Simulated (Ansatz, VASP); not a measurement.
TaN in VASP and in Ansatz

```
Ta N
1.0
     0.00000    2.17900    2.17900
     2.17900    0.00000    2.17900
     2.17900    2.17900    0.00000
Ta N
1 1
Direct
  0.50000 0.50000 0.50000
  0.00000 0.00000 0.00000
```

Alike in both runs: task single point; functional r2SCAN; k mesh 7 × 7 × 7; occupations gaussian, width 0.05 eV; collinear spin; Hubbard terms Ta d U = 1.0 eV.

```csv
,VASP,Ansatz
version,VASP 6.6.1,Ansatz 0.2.0
potentials or method,"VASP PAW PBE potentials, release 64 (Ta_pv, N), cutoff 520 eV","scalar-relativistic, plane waves, PAW"
valence electrons in the cell,16,18
```

```tsv
	VASP	Ansatz	Ansatz less VASP
gap on the k mesh at the Fermi level (eV)	none	none	-
pressure (GPa)	14.8	10.4	-4.39
net moment per atom (μB)	0.00	0.00	0.000
```

VASP's potentials were made for PBE, not for r2SCAN. The programs project onto different local orbitals, so the same U acts differently, and such runs can settle in different states. A gap of «none» marks a metal or a gap that the smearing closes. VASP's potentials hold 16 valence electrons a cell and Ansatz's 18, so a difference there can come from the potentials and not from the codes. Ansatz's warnings: filled band counts differ across k points, seeded moment not kept, stability check not made.

Neither program's run includes spin-orbit coupling.
